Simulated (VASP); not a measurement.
The system is Si3C.

```
Si C
1.0
     2.75143    0.00000    0.00000
     0.00000    2.75143    0.00000
     0.00000    0.00000    6.07431
Si C
3 1
Cartesian
  0.0000 0.0000 4.2676
  1.3757 1.3757 0.0000
  0.0000 0.0000 1.8067
  1.3757 1.3757 3.0372
```

- Program: VASP 6.6.1
- Task: relaxation of cell and atoms
- Functional: PBE
- Potentials or basis: VASP PAW PBE potentials, release 64 (Si, C)
- Cutoff: 600 eV
- k mesh: 6 × 6 × 4
- Occupations: gaussian, width 0.1 eV
- Spin: no spin polarisation

At the start: pressure 0.6 GPa; volume 11.50 Å³/atom.

Problem. How do energy, volume and symmetry change on relaxing?

Solution. Over 7 steps the energy falls by 11.4 meV/atom and the volume is 11.62 Å³/atom (+1.1 %); space group P4/mmm (No. 123, to 0.1 Å) before and after.

The path:
| step | energy change (eV) | largest force (eV/Å) | pressure (GPa) | volume (Å³) |
| --- | --- | --- | --- | --- |
| 1 | 0.0000 | 0.4152 | 0.62 | 45.98 |
| 2 | -0.0336 | 0.2894 | 0.48 | 46.28 |
| 3 | 0.1065 | 1.6760 | 1.96 | 47.04 |
| 4 | -0.0433 | 0.1809 | 0.14 | 46.41 |
| 5 | -0.0386 | 0.3721 | 0.10 | 46.61 |
| 6 | -0.0456 | 0.0490 | 0.00 | 46.47 |
| 7 | -0.0457 | 0.0084 | -0.02 | 46.49 |

Final structure:
```
Si C
1.0
     2.79025    0.00000    0.00000
     0.00000    2.79025    0.00000
     0.00000    0.00000    5.97106
Si C
3 1
Direct
  0.00000 0.00000 0.69700
  0.50000 0.50000 0.00000
  0.00000 0.00000 0.30300
  0.50000 0.50000 0.50000
```

Caveat: the k points lie up to 0.38 Å⁻¹ apart in the final cell; the highest band is partly filled, so the run has too few bands.
